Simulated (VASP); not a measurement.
Crystal: AlNi.

```
CELL_PARAMETERS angstrom
2.88100 0.00000 0.00000
0.00000 2.88100 0.00000
0.00000 0.00000 2.88100
ATOMIC_POSITIONS crystal
Al 0.00000 0.00000 0.00000
Ni 0.50000 0.50000 0.50000
```

* Program: VASP 6.6.1
* Task: relaxation of cell and atoms
* Functional: r2SCAN
* Potentials or basis: VASP PAW PBE potentials, release 64 (Al, Ni)
* Cutoff: 600 eV
* k mesh: 14 × 14 × 14
* Occupations: gaussian, width 0.1 eV
* Spin: collinear spin
* Starting moments: [0.01, 0.08] μB

At the start: pressure -3.4 GPa; volume 11.96 Å³/atom.

Problem. Where does the relaxation end?

Solution. Over 3 steps the energy falls by 2.6 meV/atom and the volume is 11.72 Å³/atom (-2.0 %); space group Pm-3m (No. 221, to 0.1 Å) before and after; moment 0.00 μB per cell.

Step by step:
```
step  energy change (eV)  largest force (eV/Å)  pressure (GPa)  volume (Å³)
   1              0.0000                0.0000           -3.43        23.91
   2             -0.0014                0.0000            3.13        23.04
   3             -0.0052                0.0000            0.02        23.43
```

Final structure:
```xyz
2
Lattice="2.8617 0.0000 0.0000 0.0000 2.8617 0.0000 0.0000 0.0000 2.8617" Properties=species:S:1:pos:R:3 pbc="T T T"
Al    0.0000    0.0000    0.0000
Ni    1.4308    1.4308    1.4308
```

Caveat: the PAW data sets were made with another functional, which shifts forces and pressure a little.
